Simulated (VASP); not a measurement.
# Li3O (Fdd2) in VASP: further runs

Li3O is run at these levels: PBE; tasks: single point, relaxation of cell and atoms.

Everything below comes from runs of VASP 6.6.1. Logs are shortened: lines on timing, memory, paths and dates and some standing lists are left out, and cuts for length are marked.

### 1 The cell of the first run

Symmetry: Fdd2, No. 43, orthorhombic system. The conventional cell has a = 8.634 Å, b = 8.761 Å, c = 6.397 Å, α = 90.00°, β = 90.00°, γ = 90.00°. Within 2.5 Å of Li (site symmetry 1) lie 2 O at 1.85 to 1.87 Å and 1 Li at 2.44 Å. Within 2.4 Å of Li (site symmetry 2) lie 1 O at 1.82 Å. O (site symmetry 2) has 5 Li at 1.82 to 1.87 Å within 2.4 Å.

### 2 Single point, PBE

Contents of INCAR:

```
  ALGO = Normal
  EDIFF = 1E-6
  ENCUT = 520
  GGA = PE
  ISIF = 2
  ISMEAR = 0
  LASPH = True
  LCHARG = False
  LREAL = False
  LWAVE = False
  NBANDS = 25
  NELM = 100
  PREC = Accurate
  SIGMA = 0.1
```

Contents of KPOINTS:

```
k-points
0
Gamma
  4 4 4
```

Contents of POSCAR:

```
Li3O
1.0
    0.0000000000      4.3171030232      3.1983633148
    4.3807308306      0.0000000000      3.1983633148
    4.3807308306      4.3171030232      0.0000000000
Li O
6 2
Direct
    0.0297859208      0.9641691553      0.2064780721
    0.9641691553      0.0297859208     -0.2004331482
    0.0435219279      0.4504331482      1.2202140792
    0.4504331482      0.0435219279      0.2858308447
    0.4971717645      0.4971717645      0.5028282355
    0.7471717645      0.7471717645      0.7528282355
    0.0315051679      0.0315051679      0.4684948321
    0.7815051679      0.7815051679      0.2184948321
```

Potentials or basis: VASP PAW PBE potentials, release 64 (Li_sv, O).

The run is started by

```bash
$ cat potpaw_PBE.64/Li_sv/POTCAR potpaw_PBE.64/O/POTCAR > POTCAR
$ mpirun -np 1 vasp_std > vasp.out
```

OUTCAR:

```text
EDIFF = 1E-6
   ENCUT = 520
   GGA = PE
   ISIF = 2
   ISMEAR = 0
   LASPH = True
   LREAL = False
   NELM = 100
   PREC = Accurate

 ion  position               nearest neighbor table
   1  0.030  0.964  0.206-   7 1.85   8 1.87   6 2.44   2 2.53
   2  0.964  0.030  0.800-   7 1.85   8 1.87   6 2.44   1 2.53
   3  0.044  0.450  0.220-   8 1.85   7 1.87   5 2.44   4 2.53
   4  0.450  0.044  0.286-   8 1.85   7 1.87   5 2.44   3 2.53
   5  0.497  0.497  0.503-   8 1.82   3 2.44   4 2.44
   6  0.747  0.747  0.753-   7 1.82   1 2.44   2 2.44
   7  0.032  0.032  0.468-   6 1.82   2 1.85   1 1.85   3 1.87   4 1.87
   8  0.782  0.782  0.218-   5 1.82   4 1.85   3 1.85   1 1.87   2 1.87

  LATTYP: Found a face centered orthorhombic cell.
 ALAT       =     6.3967266296
 B/A-ratio  =     1.3497850614
 C/A-ratio  =     1.3696789262

  Lattice vectors:

 A1 = (   4.3807308306,  -4.3171030232,   0.0000000000)
 A2 = (   4.3807308306,   0.0000000000,   3.1983633148)
 A3 = (   0.0000000000,  -4.3171030232,   3.1983633148)

Analysis of symmetry for initial positions (statically):
=====================================================================
 Subroutine PRICEL returns:
 Original cell was already a primitive cell.

 Routine SETGRP: Setting up the symmetry group for a
 face centered orthorhombic supercell.

 Subroutine GETGRP returns: Found  4 space group operations
 (whereof  2 operations were pure point group operations)
 out of a pool of  8 trial point group operations.

The static configuration has the point symmetry C_2 .
 The point group associated with its full space group is C_2v.

Analysis of symmetry for dynamics (positions and initial velocities):
=====================================================================
 Subroutine PRICEL returns:
 Original cell was already a primitive cell.

 Routine SETGRP: Setting up the symmetry group for a
 face centered orthorhombic supercell.

 Subroutine GETGRP returns: Found  4 space group operations
 (whereof  2 operations were pure point group operations)
 out of a pool of  8 trial point group operations.

The dynamic configuration has the point symmetry C_2 .
 The point group associated with its full space group is C_2v.

[... 103 lines left out ...]
   EDIFF  = 0.1E-05   stopping-criterion for ELM
   LREAL  =      F    real-space projection
   EDIFFG = 0.1E-04   stopping-criterion for IOM
   NSW    =      0    number of steps for IOM
   IBRION =     -1    ionic relax: 0-MD 1-quasi-New 2-CG
   NFREE  =      0    steps in history (QN), initial steepest desc. (CG)
   ISIF   =      2    stress and relaxation
   ISYM   =      2    0-nonsym 1-usesym 2-fastsym
   POTIM  = 0.5000    time-step for ionic-motion
   TEBEG  =    0.0;   TEEND  =   0.0 temperature during run
   PSTRESS=    0.0 pullay stress
   NELECT =      30.0000    total number of electrons
   NUPDOWN=      -1.0000    fix difference up-down
   EMIN   =  10.00;   EMAX   =-10.00  energy-range for DOS
   EFERMI =   0.00;   METHOD = LEGACY
   ISMEAR =     0;   SIGMA  =   0.10  broadening in eV -4-tet -1-fermi 0-gaus
   EFERMI_NEDOS =   21; number of points for ismear=-14 and -15
   IALGO  =     38    algorithm
   IMIX   =      4    mixing-type and parameters
     AMIX     =   0.40;   BMIX     =  1.00
     AMIX_MAG =   1.60;   BMIX_MAG =  1.00
  volume/ion in A,a.u.               =      15.12       102.05
  Fermi-wavevector in a.u.,A,eV,Ry     =   1.028528  1.943637 14.393207  1.057871
  Thomas-Fermi vector in A             =   2.162530
   LORBIT       =      0    0 simple, 1 ext, 2 COOP (PROOUT), +10 PAW based schemes
   GGA     = PE    functional components
   LHFCALC =     F    Hartree Fock is set to
   AEXX    =    0.0000 exact exchange contribution
   IVDW    =     0    specifies the selected vdW correction
   LEPSILON=     F    determine dielectric tensor
   LRPA    =     F    only Hartree local field effects (RPA)
 non-spin polarized calculation
 Gauss-broadening in eV      SIGMA  =   0.10
  energy-cutoff  :      520.00
  volume of cell :      120.98
 maximum number of plane-waves:      3296
   NGX = 19   NGY = 21   NGZ = 23

 number of electron      30.0000007 magnetization

 Free energy of the ion-electron system (eV)
  ---------------------------------------------------
  ext. energy  EPLUGINS =         0.00000000
  ---------------------------------------------------
  free energy    TOTEN  =       -31.10646634 eV

  energy without entropy =      -31.10244688  energy(sigma->0) =      -31.10445661

 E-fermi :   1.3694     XC(G=0):  -7.4499

 val. band max:        1.1635870471   @ k =  -0.2500   0.2500   0.5000
 cond. band min:       1.4414565076   @ k =   0.5000  -0.2500   0.2500
 fundamental gap:      0.2778694605
 Fermi energy:         1.3694477996

 k-point     1 :       0.0000    0.0000    0.0000
  band No.  band energies     occupation
      1     -45.1589      2.00000
      2     -45.1557      2.00000
      3     -44.3273      2.00000
      4     -44.2782      2.00000
      5     -44.2766      2.00000
      6     -44.2734      2.00000
[... 493 lines left out ...]
     24       8.3026      0.00000
     25       9.7497      0.00000

------------------------ aborting loop because EDIFF is reached ----------------------------------------

  FORCE on cell =-STRESS in cart. coord.  units (eV):
  Direction    XX          YY          ZZ          XY          YZ          ZX
  --------------------------------------------------------------------------------------
  -------------------------------------------------------------------------------------
  Total        0.1662853      0.0584070      0.1431946      0.0000000      0.0000000      0.0000000
  in kB        2.2022554      0.7735331      1.8964464      0.0000000      0.0000000      0.0000000
  external PRESSURE =       1.6240783 kB  Pullay stress =       0.0000000 kB

 VOLUME and BASIS-vectors are now :
 -----------------------------------------------------------------------------
  energy-cutoff  :      520.00
  volume of cell :      120.98
      direct lattice vectors                 reciprocal lattice vectors
     0.000000000  4.317103023  3.198363315    -0.114136207  0.115818408  0.156329957
     4.380730831  0.000000000  3.198363315     0.114136207 -0.115818408  0.156329957
     4.380730831  4.317103023  0.000000000     0.114136207  0.115818408 -0.156329957

 POSITION                                       TOTAL-FORCE (eV/Angst)
 -----------------------------------------------------------------------------------
      5.12829      1.01998      3.17903        -0.015570     -0.010194      0.019434
      3.63317      7.61423      3.17903         0.015570      0.010194      0.019434
      2.93792      1.13858      1.57985        -0.015570      0.010194      0.019434
      1.44281      3.17853      1.57985         0.015570     -0.010194      0.019434
      4.38073      4.31710      3.18027        -0.000000      0.000000     -0.033371
      6.57110      6.47565      4.77945         0.000000     -0.000000     -0.033371
      2.19037      2.15855      0.20153        -0.000000      0.000000     -0.005497
      4.38073      4.31710      4.99907        -0.000000      0.000000     -0.005497
 -----------------------------------------------------------------------------------
    total drift:                                0.000005     -0.000000      0.000587

  FREE ENERGIE OF THE ION-ELECTRON SYSTEM (eV)
  ---------------------------------------------------
  free  energy   TOTEN  =       -31.1064663355 eV

  energy  without entropy=      -31.1024468782  energy(sigma->0) =      -31.10445661
```

stdout:

```text
POSCAR found type information on POSCAR LiO
 POSCAR found :  2 types and       8 ions
 scaLAPACK will be used
 LDA part: xc-table for (Slater+PW92), standard interpolation
 POSCAR, INCAR and KPOINTS ok, starting setup
 FFT: planning ... GRIDC
 FFT: planning ... GRID_SOFT
 FFT: planning ... GRID
 WAVECAR not read
 entering main loop
```

It took 51 s on 1 thread of AMD EPYC 7R13 (Zen 3), shared host; peak memory 0.22 GiB.

Results:

- Free energy: -31.1065 eV
- Largest force: 0.033 eV/Å
- Band gap on the k mesh: zero (band 15 reaches 1.83 eV, above the bottom of band 16 at 1.12 eV)

Forces on the atoms (eV/Å):
```
Li  -0.016 -0.010  0.019
Li   0.016  0.010  0.019
Li  -0.016  0.010  0.019
Li   0.016 -0.010  0.019
Li   0.000  0.000 -0.033
Li   0.000  0.000 -0.033
O    0.000  0.000 -0.005
O    0.000  0.000 -0.005
```

Levels at points of the mesh, in eV from the Fermi level:
```tsv
k point	band 11	band 12	band 13	band 14	band 15	band 16	band 17	band 18	band 19	band 20
(0.00, 0.00, 0.00)	-3.70	-3.59	-3.44	-3.39	-1.97	2.62	2.64	2.68	3.41	3.74
(0.50, 0.00, 0.00)	-3.77	-3.63	-3.41	-3.16	-0.45	0.16	1.44	3.33	4.07	4.81
(0.50, 0.50, 0.00)	-3.87	-3.87	-3.18	-3.18	0.46	0.46	1.67	1.67	4.69	4.69
(0.50, 0.00, 0.50)	-3.68	-3.68	-3.43	-3.43	-0.25	-0.25	2.70	2.70	3.78	3.78
(0.00, 0.50, 0.50)	-3.67	-3.67	-3.30	-3.30	-0.24	-0.24	2.82	2.82	3.87	3.87
```

Caveat: the cutoff is under 1.25 times the usual one of these potentials, so pressure, stress and relaxed cells hold a basis-set (Pulay) error.

### 3 Relaxation of cell and atoms, PBE

This run uses another cell than the first one, of 11.23 Å³/atom, 0.743 times its volume.

Contents of INCAR:

```
SYSTEM = Li3O
  PREC = Accurate
  ENCUT = 600
  EDIFF = 1E-6
  ISMEAR = 0
  SIGMA = 0.1
  LREAL = .False.
  LASPH = .True.
  NELM = 100
  ALGO = Normal
  ISIF = 3
  LWAVE = .False.
  LCHARG = .False.
  GGA = PE
  IBRION = 2
  NSW = 90
  EDIFFG = -0.04
```

Contents of KPOINTS:

```
regular mesh
0
Gamma
  4 4 4
  0 0 0
```

Contents of POSCAR:

```
Li3O
1.0
    0.0000000000      4.2229805104      4.2620401162
    2.4965365308      0.0000000000      4.2620401162
    2.4965365308      4.2229805104      0.0000000000
Li O
6 2
Direct
    0.3027442709      0.6972557291      0.0000000000
    0.6972557291      0.3027442709      0.0000000000
    0.2500000000      0.2500000000      0.9472557291
    0.2500000000      0.2500000000      0.5527442709
    0.5226320085      0.5226320085      0.4773679915
    0.7726320085      0.7726320085      0.7273679915
    0.0000000000      0.0000000000      0.5000000000
    0.7500000000      0.7500000000      0.2500000000
```

Potentials or basis: VASP PAW PBE potentials, release 64 (Li_sv, O).

The run is started by

```bash
$ cat potpaw_PBE.64/Li_sv/POTCAR potpaw_PBE.64/O/POTCAR > POTCAR
$ mpirun -np 1 vasp_std > vasp.out
```

Wall time 7.9 min (1 thread of AMD EPYC 7R13 (Zen 3), shared host); peak memory 0.23 GiB.

The run converged. Its results:

| Item | Value |
| --- | --- |
| Free energy | -30.5752 eV |
| Relaxed volume | 12.43 Å³/atom |
| Relaxed cell | a = 5.645 Å, b = 5.074 Å, c = 5.060 Å, α = 67.70°, β = 56.27°, γ = 56.03° |
| Space group after relaxing (to 0.05 Å) | Fdd2 (No. 43) |
| Energy gained by relaxing | 815.2 meV/atom |
| Ionic steps | 15 |
| Pressure after relaxing | -0.1 GPa |
| Largest force after relaxing | 0.021 eV/Å |
| Band gap on the k mesh | zero (band 15 reaches 2.33 eV, above the bottom of band 16 at 1.69 eV) |

Forces in eV/Å, atoms in the order of the input:
```
Li  -0.016  0.008 -0.012
Li   0.016 -0.008 -0.012
Li  -0.016 -0.008 -0.012
Li   0.016  0.008 -0.012
Li   0.000  0.000  0.013
Li   0.000  0.000  0.013
O    0.000  0.000  0.012
O    0.000  0.000  0.012
```

Stress tensor (GPa, compression positive):
```
 0.02  0.00  0.00
 0.00 -0.18  0.00
 0.00  0.00 -0.05
```

Step by step:
| step | energy change (eV) | largest force (eV/Å) | pressure (GPa) | volume (Å³) |
| --- | --- | --- | --- | --- |
| 1 | 0.0000 | 3.2649 | 2.87 | 89.87 |
| 2 | -2.0845 | 2.4634 | 0.75 | 92.49 |
| 3 | -4.2351 | 1.2681 | 0.70 | 98.31 |
| 4 | -4.3544 | 1.4676 | 1.49 | 99.77 |
| 5 | -5.0850 | 0.7977 | -0.28 | 103.20 |
| 6 | -5.6969 | 0.2948 | -1.11 | 109.70 |
| 7 | -6.1072 | 0.5382 | -0.68 | 107.31 |
| 8 | -6.2405 | 1.1417 | 0.16 | 104.36 |
| 9 | -6.4511 | 0.4525 | -1.29 | 103.24 |
| 10 | -6.4599 | 0.2965 | -1.61 | 102.92 |
| 11 | -6.5104 | 0.1507 | 0.28 | 99.94 |
| 12 | -6.5107 | 0.1382 | 0.14 | 100.14 |
| 13 | -6.5164 | 0.0875 | -0.06 | 100.19 |
| 14 | -6.5194 | 0.0446 | -0.37 | 100.25 |
| 15 | -6.5212 | 0.0214 | -0.07 | 99.45 |

Final structure:
```
CELL_PARAMETERS angstrom
0.00000 3.98234 4.00065
3.12117 0.00000 4.00065
3.12117 3.98234 0.00000
ATOMIC_POSITIONS crystal
Li 0.12451 0.81949 0.17530
Li 0.81949 0.12451 0.88070
Li 0.07470 0.36930 0.12549
Li 0.36930 0.07470 0.43051
Li 0.54341 0.54341 0.45659
Li 0.79341 0.79341 0.70659
O 0.03522 0.03522 0.46478
O 0.78522 0.78522 0.21478
```

Levels at points of the mesh, in eV from the Fermi level:
| k point | band 13 | band 14 | band 15 | band 16 | band 17 | band 18 |
| --- | --- | --- | --- | --- | --- | --- |
| (0.00, 0.00, 0.00) | -2.98 | -2.95 | -1.93 | 1.97 | 2.54 | 4.10 |
| (0.50, 0.00, 0.00) | -3.10 | -2.83 | -0.26 | 0.39 | 2.07 | 4.05 |
| (0.50, 0.50, 0.00) | -2.87 | -2.87 | -0.09 | -0.09 | 3.55 | 3.55 |
| (0.50, 0.00, 0.50) | -3.16 | -3.16 | -0.29 | -0.29 | 3.72 | 3.72 |
| (0.00, 0.50, 0.50) | -2.72 | -2.72 | 0.35 | 0.35 | 2.46 | 2.46 |

Caveat: the k points lie up to 0.38 Å⁻¹ apart in the final cell; the cutoff is under 1.25 times the usual one of these potentials, so pressure, stress and relaxed cells hold a basis-set (Pulay) error.
